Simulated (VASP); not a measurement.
# TaN (zincblende type) (F-43m) in VASP: further runs

The runs below take TaN (zincblende type) through single point, with PBE.

Program: VASP 6.6.1. These are calculated values, not measurements. Logs are shortened: lines on timing, memory, paths and dates and some standing lists are left out, and cuts for length are marked.

## (1) The cell of the first run

Symmetry: F-43m, No. 216, cubic system. The conventional cell has a = 4.757 Å, b = 4.757 Å, c = 4.757 Å, α = 90.00°, β = 90.00°, γ = 90.00°. Within 2.7 Å of Ta (site symmetry -43m) lie 4 N at 2.06 Å. N (site symmetry -43m) has 4 Ta at 2.06 Å within 2.7 Å.

## (2) Single point, PBE

Contents of INCAR:

```
PREC = Accurate
ENCUT = 520
EDIFF = 1E-6
ISMEAR = -1
SIGMA = 0.08
LREAL = F
LASPH = T
NELM = 60
ALGO = Normal
ISIF = 2
LWAVE = F
LCHARG = F
GGA = PE
NBANDS = 15
```

Contents of KPOINTS:

```
Automatic mesh
0
Gamma
  15 15 15
```

Contents of POSCAR:

```
TaN
1.0
    0.0000000000      2.3787244672      2.3787244672
    2.3787244672      0.0000000000      2.3787244672
    2.3787244672      2.3787244672      0.0000000000
Ta N
1 1
Direct
    0.0000000000      0.0000000000      0.0000000000
    0.2500000000      0.2500000000      0.2500000000
```

Potentials or basis: VASP PAW PBE potentials, release 64 (Ta_pv, N).

On the command line:

```
cat potpaw_PBE.64/Ta_pv/POTCAR potpaw_PBE.64/N/POTCAR > POTCAR
mpirun -np 1 vasp_std > vasp.out
```

OUTCAR:

```text
PREC = Accurate
   ENCUT = 520
   EDIFF = 1E-6
   ISMEAR = -1
   LREAL = F
   LASPH = T
   NELM = 60
   ISIF = 2
   GGA = PE

 ion  position               nearest neighbor table
   1  0.000  0.000  0.000-   2 2.06   2 2.06   2 2.06   2 2.06
   2  0.250  0.250  0.250-   1 2.06   1 2.06   1 2.06   1 2.06

  LATTYP: Found a face centered cubic cell.
 ALAT       =     4.7574489344

  Lattice vectors:

 A1 = (   0.0000000000,   2.3787244672,   2.3787244672)
 A2 = (   2.3787244672,   0.0000000000,   2.3787244672)
 A3 = (   2.3787244672,   2.3787244672,   0.0000000000)

Analysis of symmetry for initial positions (statically):
=====================================================================
 Subroutine PRICEL returns:
 Original cell was already a primitive cell.

 Routine SETGRP: Setting up the symmetry group for a
 face centered cubic supercell.

 Subroutine GETGRP returns: Found 24 space group operations
 (whereof 24 operations were pure point group operations)
 out of a pool of 48 trial point group operations.

The static configuration has the point symmetry T_d .

Analysis of symmetry for dynamics (positions and initial velocities):
=====================================================================
 Subroutine PRICEL returns:
 Original cell was already a primitive cell.

 Routine SETGRP: Setting up the symmetry group for a
 face centered cubic supercell.

 Subroutine GETGRP returns: Found 24 space group operations
 (whereof 24 operations were pure point group operations)
 out of a pool of 48 trial point group operations.

The dynamic configuration has the point symmetry T_d .

 Subroutine INISYM returns: Found 24 space group operations
 (whereof 24 operations are pure point group operations),
 and found     1 'primitive' translations

----------------------------------------------------------------------------------------

                                     Primitive cell

  volume of cell :      26.9192

  direct lattice vectors                    reciprocal lattice vectors
     0.000000000  2.378724467  2.378724467    -0.210196686  0.210196686  0.210196686
     2.378724467  0.000000000  2.378724467     0.210196686 -0.210196686  0.210196686
     2.378724467  2.378724467  0.000000000     0.210196686  0.210196686 -0.210196686

  length of vectors
     3.364024403  3.364024403  3.364024403     0.364071340  0.364071340  0.364071340

  position of ions in fractional coordinates (direct lattice)
     0.000000000  0.000000000  0.000000000
     0.250000000  0.250000000  0.250000000

  ion indices of the primitive-cell ions
   primitive index   ion index
                 1           1
                 2           2

----------------------------------------------------------------------------------------

 KPOINTS: Automatic mesh

Automatic generation of k-mesh.
 Grid dimensions read from file:
 generate k-points for:   15   15   15

 Generating k-lattice:

  Cartesian coordinates                     Fractional coordinates (reciprocal lattice)
    -0.014013112  0.014013112  0.014013112     0.066666667  0.000000000  0.000000000
     0.014013112 -0.014013112  0.014013112     0.000000000  0.066666667  0.000000000
     0.014013112  0.014013112 -0.014013112     0.000000000  0.000000000  0.066666667

  Length of vectors
     0.024271423  0.024271423  0.024271423

  Shift w.r.t. Gamma in fractional coordinates (k-lattice)
     0.000000000  0.000000000  0.000000000

 Subroutine IBZKPT returns following result:
 ===========================================

 Found    120 irreducible k-points:

 Following reciprocal coordinates:
            Coordinates               Weight
  0.000000  0.000000  0.000000      1.000000
  0.066667  0.000000  0.000000      8.000000
  0.133333  0.000000  0.000000      8.000000
  0.200000  0.000000  0.000000      8.000000
  0.266667  0.000000  0.000000      8.000000
  0.333333  0.000000  0.000000      8.000000
[... 16 lines left out ...]
  0.133333  0.133333  0.000000      6.000000
  0.200000  0.133333  0.000000     24.000000
 [... further k-points ...]
   k-points           NKPTS =    120   k-points in BZ     NKDIM =    120   number of bands    NBANDS=     15
   number of dos      NEDOS =    301   number of ions     NIONS =      2
   total plane-waves  NPLWV =  21952
   dimension x,y,z NGX =    28 NGY =   28 NGZ =   28
   dimension x,y,z NGXF=    56 NGYF=   56 NGZF=   56
   ions per type =               1   1
   NGX,Y,Z   is equivalent  to a cutoff of  13.84, 13.84, 13.84 a.u.
   NGXF,Y,Z  is equivalent  to a cutoff of  27.67, 27.67, 27.67 a.u.
 SYSTEM =  unknown system
   PREC   = accura    normal or accurate (medium, high low for compatibility)
   ISTART =      0    job   : 0-new  1-cont  2-samecut
   ICHARG =      2    charge: 1-file 2-atom 10-const
   ISPIN  =      1    spin polarized calculation?
   LNONCOLLINEAR =      F non collinear calculations
   LSORBIT =      F    spin-orbit coupling
   LASPH  =      T    aspherical Exc in radial PAW
   ENCUT  =  520.0 eV  38.22 Ry    6.18 a.u.   6.25  6.25  6.25*2*pi/ulx,y,z
   NELM   =     60;   NELMIN=  2; NELMDL= -5     # of ELM steps
   EDIFF  = 0.1E-05   stopping-criterion for ELM
   LREAL  =      F    real-space projection
   EDIFFG = 0.1E-04   stopping-criterion for IOM
   NSW    =      0    number of steps for IOM
   IBRION =     -1    ionic relax: 0-MD 1-quasi-New 2-CG
   NFREE  =      0    steps in history (QN), initial steepest desc. (CG)
   ISIF   =      2    stress and relaxation
   ISYM   =      2    0-nonsym 1-usesym 2-fastsym
   POTIM  = 0.5000    time-step for ionic-motion
   TEBEG  =    0.0;   TEEND  =   0.0 temperature during run
   PSTRESS=    0.0 pullay stress
   NELECT =      16.0000    total number of electrons
   NUPDOWN=      -1.0000    fix difference up-down
   EMIN   =  10.00;   EMAX   =-10.00  energy-range for DOS
   EFERMI =   0.00;   METHOD = LEGACY
   ISMEAR =    -1;   SIGMA  =   0.08  broadening in eV -4-tet -1-fermi 0-gaus
   EFERMI_NEDOS =   21; number of points for ismear=-14 and -15
   IALGO  =     38    algorithm
   IMIX   =      4    mixing-type and parameters
     AMIX     =   0.40;   BMIX     =  1.00
     AMIX_MAG =   1.60;   BMIX_MAG =  1.00
  volume/ion in A,a.u.               =      13.46        90.83
  Fermi-wavevector in a.u.,A,eV,Ry     =   1.376451  2.601115 25.777826  1.894617
  Thomas-Fermi vector in A             =   2.501694
   LORBIT       =      0    0 simple, 1 ext, 2 COOP (PROOUT), +10 PAW based schemes
   GGA     = PE    functional components
   LHFCALC =     F    Hartree Fock is set to
   AEXX    =    0.0000 exact exchange contribution
   IVDW    =     0    specifies the selected vdW correction
   LEPSILON=     F    determine dielectric tensor
   LRPA    =     F    only Hartree local field effects (RPA)
 non-spin polarized calculation
  energy-cutoff  :      520.00
  volume of cell :       26.92
 maximum number of plane-waves:       745
 NGX is ok and might be reduce to    28
   NGX = 13   NGY = 13   NGZ = 13

 number of electron      15.9999999 magnetization

 Free energy of the ion-electron system (eV)
  ---------------------------------------------------
  ext. energy  EPLUGINS =         0.00000000
  ---------------------------------------------------
  free energy    TOTEN  =       -21.52455496 eV

  energy without entropy =      -21.49822954  energy(sigma->0) =      -21.51139225

 E-fermi :   6.8240     XC(G=0): -11.9293

 val. band max:        6.8179465494   @ k =  -0.3333   0.2000   0.0000
 cond. band min:       6.8257892211   @ k =  -0.3333   0.4667   0.2000
 fundamental gap:      0.0078426717
 Fermi energy:         6.8239797571

 k-point     1 :       0.0000    0.0000    0.0000
  band No.  band energies     occupation
      1     -28.8310      2.00000
      2     -28.8310      2.00000
      3     -28.8310      2.00000
      4     -10.6945      2.00000
      5      -0.1094      2.00000
      6      -0.1094      2.00000
      7      -0.1094      2.00000
      8       5.6787      2.00000
      9       7.3058      0.00483
     10       7.3058      0.00483
     11      12.5056      0.00000
     12      12.5056      0.00000
     13      12.5056      0.00000
     14      20.0554      0.00000
     15      20.0554      0.00000

 k-point     2 :       0.0667    0.0000    0.0000
  band No.  band energies     occupation
      1     -28.8503      2.00000
      2     -28.8336      2.00000
      3     -28.8336      2.00000
      4     -10.6374      2.00000
      5      -0.2002      2.00000
      6      -0.0725      2.00000
      7      -0.0725      2.00000
      8       5.9232      1.99997
      9       7.2406      0.01089
     10       7.2406      0.01089
     11      12.3780      0.00000
     12      12.5882      0.00000
     13      12.5882      0.00000
     14      19.1604      0.00000
     15      19.3791      0.00000

 k-point     3 :       0.1333    0.0000    0.0000
  band No.  band energies     occupation
      1     -28.9044      2.00000
      2     -28.8408      2.00000
      3     -28.8408      2.00000
      4     -10.4780      2.00000
      5      -0.4008      2.00000
      6       0.0288      2.00000
      7       0.0288      2.00000
      8       6.5579      1.93066
      9       7.0984      0.06272
     10       7.0984      0.06272
     11      12.0555      0.00000
     12      12.7465      0.00000
     13      12.7465      0.00000
     14      17.6181      0.00000
     15      19.3734      0.00000
[... 343 lines left out ...]
 k-point    23 :       0.1333    0.1333    0.0000
  band No.  band energies     occupation
      1     -28.9052      2.00000
      2     -28.8559      2.00000
      3     -28.8559      2.00000
      4     -10.4052      2.00000
      5      -0.6191      2.00000
      6       0.1569      2.00000
      7       0.1569      2.00000
      8       6.3945      1.99072
      9       6.9329      0.40804
     10       7.5468      0.00024
     11      12.4798      0.00000
     12      12.4798      0.00000
     13      12.5518      0.00000
     14      18.5441      0.00000
     15      19.3546      0.00000

 k-point    24 :       0.2000    0.1333    0.0000
  band No.  band energies     occupation
      1     -28.9569      2.00000
      2     -28.8686      2.00000
      3     -28.8659      2.00000
      4     -10.2336      2.00000
      5      -0.7952      2.00000
      6       0.2902      2.00000
      7       0.3076      2.00000
      8       6.1060      1.99975
      9       7.5409      0.00026
     10       7.6277      0.00009
     11      12.0641      0.00000
     12      12.4156      0.00000
     13      12.7640      0.00000
     14      17.4503      0.00000
     15      19.2558      0.00000

 [... further k-points ...]
[... 5 lines left out ...]
  --------------------------------------------------------------------------------------
  -------------------------------------------------------------------------------------
  Total        0.0730073      0.0730073      0.0730073      0.0000000      0.0000000      0.0000000
  in kB        4.3452473      4.3452473      4.3452473      0.0000000      0.0000000      0.0000000
  external PRESSURE =       4.3452473 kB  Pullay stress =       0.0000000 kB

 VOLUME and BASIS-vectors are now :
 -----------------------------------------------------------------------------
  energy-cutoff  :      520.00
  volume of cell :       26.92
      direct lattice vectors                 reciprocal lattice vectors
     0.000000000  2.378724467  2.378724467    -0.210196686  0.210196686  0.210196686
     2.378724467  0.000000000  2.378724467     0.210196686 -0.210196686  0.210196686
     2.378724467  2.378724467  0.000000000     0.210196686  0.210196686 -0.210196686

 POSITION                                       TOTAL-FORCE (eV/Angst)
 -----------------------------------------------------------------------------------
      0.00000      0.00000      0.00000         0.000000      0.000000      0.000000
      1.18936      1.18936      1.18936        -0.000000     -0.000000     -0.000000
 -----------------------------------------------------------------------------------
    total drift:                               -0.000000     -0.000000     -0.000000

  FREE ENERGIE OF THE ION-ELECTRON SYSTEM (eV)
  ---------------------------------------------------
  free  energy   TOTEN  =       -21.5245549619 eV

  energy  without entropy=      -21.4982295379  energy(sigma->0) =      -21.51139225
```

Run time: 68 s. Hardware: 1 thread of Intel Xeon 6975P-C, shared host; peak memory 0.19 GiB.

Results:

* Free energy: -21.5246 eV
* Pressure: 0.4 GPa
* Band gap on the k mesh: zero (band 8 reaches 7.57 eV, above the bottom of band 9 at 6.63 eV)

Levels at points of the mesh, in eV from the Fermi level:
| k point | band 5 | band 6 | band 7 | band 8 | band 9 | band 10 | band 11 | band 12 |
| --- | --- | --- | --- | --- | --- | --- | --- | --- |
| (0.00, 0.00, 0.00) | -6.93 | -6.93 | -6.93 | -1.15 | 0.48 | 0.48 | 5.68 | 5.68 |

Caveat: spin-orbit coupling is left out, which moves the levels of the heavy elements.

## (3) Single point, PBE

Contents of INCAR:

```
  ALGO = Normal
  EDIFF = 1E-7
  ENCUT = 520
  GGA = PE
  ISIF = 2
  ISMEAR = -1
  LASPH = True
  LCHARG = True
  LELF = True
  LREAL = False
  LVHAR = True
  LWAVE = False
  NBANDS = 15
  NELM = 100
  PREC = Accurate
  SIGMA = 0.08
```

Contents of KPOINTS:

```
k-points
0
Gamma
  15 15 15
```

Contents of POSCAR:

```
TaN
1.0
    0.0000000000      2.3783013887      2.3783013887
    2.3783013887      0.0000000000      2.3783013887
    2.3783013887      2.3783013887      0.0000000000
Ta N
1 1
Direct
    0.0000000000      0.0000000000      0.0000000000
    0.2500000000      0.2500000000      0.2500000000
```

Potentials or basis: VASP PAW PBE potentials, release 64 (Ta_pv, N).

On the command line:

```
cat potpaw_PBE.64/Ta_pv/POTCAR potpaw_PBE.64/N/POTCAR > POTCAR
mpirun -np 1 vasp_std > vasp.out
```

Wall time 81 s (1 thread of Intel Xeon 6975P-C, shared host); peak memory 0.19 GiB.

The run converged. Its results:

```yaml
Free_energy: -21.5245 eV
Pressure: 0.6 GPa
Band_gap_on_the_k_mesh: zero (band 8 reaches 7.58 eV, above the bottom of band 9 at 6.63 eV)
```

Levels at points of the mesh, in eV from the Fermi level:
```
           k point  band 4  band 5  band 6  band 7  band 8  band 9  band 10  band 11  band 12  band 13
(0.00, 0.00, 0.00)  -17.52   -6.94   -6.94   -6.94   -1.14    0.48     0.48     5.68     5.68     5.68
```

Caveat: spin-orbit coupling is left out, which moves the levels of the heavy elements.
